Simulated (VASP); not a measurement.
Input of a VASP 6.6.1 run:

File POSCAR:

```
HgAuF3
1.0
    4.3197161375      0.0000000000      0.0000000000
    0.0000000000      4.3197161375      0.0000000000
    0.0000000000      0.0000000000      4.3197161375
Hg Au F
1 1 3
Direct
    0.0000000000      0.0000000000      0.0000000000
    0.5000000000      0.5000000000      0.5000000000
    0.0000000000      0.5000000000      0.5000000000
    0.5000000000      0.0000000000      0.5000000000
    0.5000000000      0.5000000000      0.0000000000
```

Contents of INCAR.step1:

```
SYSTEM = HgAuF3
PREC     = Accurate       ! precision mode
ENCUT    = 600            ! plane-wave cutoff, eV
ISMEAR   = -1             ! smearing method
SIGMA    = 0.03           ! smearing width, eV
LREAL    = .FALSE.        ! projectors in reciprocal space
LASPH    = .TRUE.         ! aspherical terms in the spheres
NELM     = 80             ! most SCF steps
GGA      = PE             ! functional
ALGO     = Normal         ! electronic algorithm
EDIFF    = 1E-4           ! SCF threshold, eV
LWAVE    = .TRUE.         ! write WAVECAR
LCHARG   = .FALSE.        ! write CHGCAR
```

The input INCAR.step2:

```
SYSTEM = HgAuF3
PREC     = Accurate       ! precision mode
ENCUT    = 600            ! plane-wave cutoff, eV
EDIFF    = 1E-7           ! SCF threshold, eV
ISMEAR   = -1             ! smearing method
SIGMA    = 0.03           ! smearing width, eV
LREAL    = .FALSE.        ! projectors in reciprocal space
LASPH    = .TRUE.         ! aspherical terms in the spheres
NELM     = 80             ! most SCF steps
ALGO     = Normal         ! electronic algorithm
ISIF     = 3              ! what is computed and relaxed
LWAVE    = .FALSE.        ! write WAVECAR
LCHARG   = .FALSE.        ! write CHGCAR
METAGGA  = R2SCAN         ! meta-GGA
LMIXTAU  = .TRUE.       
LUSE_VDW = .TRUE.       
IVDW_NL  = 2            
BPARAM   = 11.95        
CPARAM   = 0.0093       
IBRION   = 2              ! ionic algorithm
NSW      = 100            ! ionic steps
EDIFFG   = -0.01          ! ionic threshold
ISTART   = 1
```

Contents of KPOINTS:

```
regular mesh
0
G
  6 6 6
  0 0 0
```

Potentials or basis: VASP PAW PBE potentials, release 64 (Hg, Au, F).

Command:

```bash
$ cat potpaw_PBE.64/Hg/POTCAR potpaw_PBE.64/Au/POTCAR potpaw_PBE.64/F/POTCAR > POTCAR
$ cp INCAR.step1 INCAR
$ mpirun -np 1 vasp_std > vasp.out
$ cp INCAR.step2 INCAR
$ mpirun -np 1 vasp_std > vasp.out
```

Q: What does it give for the space group after relaxing (to 0.05 Å)?

A: Pm-3m (No. 221).

Q: Predict the relaxed cell.

A: a = 4.313 Å, b = 4.313 Å, c = 4.313 Å, α = 90.00°, β = 90.00°, γ = 90.00°.

The path:
```
step  energy change (eV)  largest force (eV/Å)  pressure (GPa)  volume (Å³)
   1              0.0000                0.0000           -0.33        80.61
   2             -0.0003                0.0000            0.08        80.22
```

Caveat: the PAW data sets were made with another functional, which shifts forces and pressure a little.
